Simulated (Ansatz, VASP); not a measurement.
## One calculation of Cu, two programs

```
Cu
1.0
     2.53410    0.00000    0.00000
    -1.26705    2.19459    0.00000
     0.00000    0.00000    4.17426
Cu
2
Direct
  0.33333 0.66667 0.25000
  0.66667 0.33333 0.75000
```

Change from the starting cell: strain +0.0150 x Voigt [0, 0, 1, 0, 0, 0], atoms carried along.

Alike in both runs: task single point; functional LDA; k mesh 21 × 21 × 12; occupations gaussian, width 0.15 eV; no spin polarisation.

|  | VASP | Ansatz |
| --- | --- | --- |
| version | VASP 6.6.1 | Ansatz 0.2.0 |
| potentials or method | VASP PAW LDA potentials, release 64 (Cu_sv_GW), cutoff 700 eV | scalar-relativistic, plane waves, PAW |
| valence electrons in the cell | 38 | 38 |

```tsv
	VASP	Ansatz	Ansatz less VASP
gap on the k mesh at the Fermi level (eV)	none	none	-
pressure (GPa)	-14.4	-10.2	+4.23
traceless stress, the component that is largest in VASP (GPa)	0.24	0.25	+0.009
```

LDA's correlation is that of Perdew and Zunger in VASP and of Perdew and Wang (1992) in Ansatz. A gap of «none» marks a metal or a gap that the smearing closes. One of these differences is far larger than is usual between the two programs; its cause wasn't traced.
